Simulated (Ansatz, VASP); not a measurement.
**Two plane-wave programs on Fe**

```xyz
2
Lattice="2.4342 0.0000 0.0000 -1.2171 2.1080 0.0000 0.0000 0.0000 3.8419" Properties=species:S:1:pos:R:3 pbc="T T T"
Fe    1.2171    0.7027    2.8815
Fe    0.0000    1.4054    0.9605
```

Alike in both runs: task single point; functional PBE; k mesh 10 × 10 × 6; occupations fermi-dirac, width 0.05 eV; collinear spin; fixed moment 12 μB.

|  | VASP | Ansatz |
| --- | --- | --- |
| version | VASP 6.6.1 | Ansatz 0.2.0 |
| potentials or method | VASP PAW PBE potentials, release 64 (Fe) | Ansatz PAW |
| plane-wave cutoff (eV) | 520 | 420 |
| valence electrons in the cell | 16 | 32 |

VASP gave:

- net moment per atom (μB): 6.00
- size of the moment on the site where the two differ most (μB): 5.78

Q: What did Ansatz give for the same quantities?

A: net moment per atom (μB): 6.00; size of the moment on the site where the two differ most (μB): 4.98.

Site moments also hang on the region over which each program counts them. VASP's potentials hold 16 valence electrons a cell and Ansatz's 32, so a difference there can come from the potentials and not from the codes.
